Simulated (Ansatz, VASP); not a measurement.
## Two plane-wave programs on Ir

File INCAR:

```
SYSTEM = Ir
PREC = Accurate ; ENCUT = 420
EDIFF = 1E-8 ; ISMEAR = -1
SIGMA = 0.05 ; LREAL = .False.
LASPH = .True. ; NELM = 120
ALGO = Normal ; ISIF = 2
LWAVE = .False. ; LCHARG = .False.
GGA = PE ; LEFG = .True.
NBANDS = 24 ; GGA_COMPAT = .False.
```

File KPOINTS:

```
regular mesh
0
Gamma
  10 10 10
  0 0 0
```

The input POSCAR:

```
Ir
1.0
    0.0000000000      2.6272165707      2.6272165707
    2.6272165707      0.0000000000      2.6272165707
    2.6272165707      2.6272165707      0.0000000000
Ir
2
Direct
   -0.1925000000     -0.1025000000     -0.1025000000
    0.1925000000      0.1025000000      0.1025000000
```

Input for Ansatz:

```yaml
crystal:
  lattice:
    - [0.0, 2.6272165707, 2.6272165707]
    - [2.6272165707, 0.0, 2.6272165707]
    - [2.6272165707, 2.6272165707, 0.0]
  atoms:
    - { symbol: Ir, position: [-0.1925, -0.1025, -0.1025] }
    - { symbol: Ir, position: [0.1925, 0.1025, 0.1025] }
kpoints:
  mp_grid: { grid: [10, 10, 10] }
scf:
  occupations: { method: fermi_dirac, width: 0.05 }
hamiltonian:
  xc: pbe
  pseudopotentials: { kind: paw }
output:
  forces: true
  stress: true
  eigenvalues: true
  efg: { contact_densities: true }
  populations: true
```

Change from the starting cell: shortest bond scaled by 0.82, PAW files.

Alike in both runs: task electric field gradients; functional PBE; k mesh 10 × 10 × 10; occupations fermi-dirac, width 0.05 eV; no spin polarisation.

|  | VASP | Ansatz |
| --- | --- | --- |
| version | VASP 6.6.1 | Ansatz 0.2.0 |
| potentials or method | VASP PAW PBE potentials, release 64 (Ir_sv_GW) | PAW with Ansatz's default frozen-core files, scalar-relativistic |
| plane-wave cutoff (eV) | 420 | 420 |
| valence electrons in the cell | 34 | 34 |

```tsv
	VASP	Ansatz	Ansatz less VASP
rms of the force components (eV/Å)	16.042	15.674	-0.3678
size of Vzz on the site where it differs most (V/Å²)	382.4	507.8	+125.38
```

Atom by atom the forces differ by 0.368 eV/Å (rms over components). With one functional, cell and mesh, what is left measures potentials, basis and numerics.

Spin-orbit coupling is off throughout. Noted on VASP's run: the cell as given lies far from equilibrium.
